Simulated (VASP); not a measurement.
Input of a VASP 6.6.1 run:

Contents of INCAR:

```
SYSTEM = CO2
PREC = Accurate ; ENCUT = 1340
EDIFF = 1E-6 ; ISMEAR = 0
SIGMA = 0.05 ; LREAL = .FALSE.
LASPH = .TRUE. ; NELM = 120
ALGO = Normal ; ISIF = 2
LWAVE = .FALSE. ; LCHARG = .TRUE.
GGA = PE ; LELF = .TRUE.
LVHAR = .TRUE. ; NBANDS = 44
GGA_COMPAT = .FALSE.
```

KPOINTS

```
regular mesh
0
G
  4 4 4
  0 0 0
```

The input POSCAR:

```
CO2
1.0
    5.8572996757      0.0000000000      0.0000000000
    0.0000000000      5.8572996757      0.0000000000
    0.0000000000      0.0000000000      5.8572996757
C O
4 8
Direct
    0.0000000000      0.0000000000      0.0000000000
    0.5000000000      0.0000000000      0.5000000000
    0.5000000000      0.5000000000      0.0000000000
    0.0000000000      0.5000000000      0.5000000000
    0.1114834447      0.1114834447      0.1114834447
    0.3885165553      0.8885165553      0.6114834447
    0.6114834447      0.3885165553      0.8885165553
    0.8885165553      0.6114834447      0.3885165553
    0.8885165553      0.8885165553      0.8885165553
    0.6114834447      0.1114834447      0.3885165553
    0.3885165553      0.6114834447      0.1114834447
    0.1114834447      0.3885165553      0.6114834447
```

Potentials or basis: VASP PAW PBE potentials, release 64 (C_h, O_h).

Launch:

```console
$ cat potpaw_PBE.64/C_h/POTCAR potpaw_PBE.64/O_h/POTCAR > POTCAR
$ mpirun -np 1 vasp_std > vasp.out
```

Estimate the band gap on the k mesh.

6.98 eV.

Estimate the pressure.

10.9 GPa.

What does it give for the largest force?

4.541 eV/Å.

Forces in eV/Å, atoms in the order of the input:
```
C    0.000  0.000  0.000
C    0.000  0.000  0.000
C    0.000  0.000  0.000
C    0.000  0.000  0.000
O    2.622  2.622  2.622
O   -2.622 -2.622  2.622
O    2.622 -2.622 -2.622
O   -2.622  2.622 -2.622
O   -2.622 -2.622 -2.622
O    2.622  2.622 -2.622
O   -2.622  2.622  2.622
O    2.622 -2.622  2.622
```

Caveat: the cell stands under pressure; this functional lacks dispersion, which holds the molecules together, so the pressure and a relaxed volume are unreliable; forces of over 1 eV/Å act on the atoms, so gaps and moduli don't describe the material at rest. A k mesh can miss the band edges.
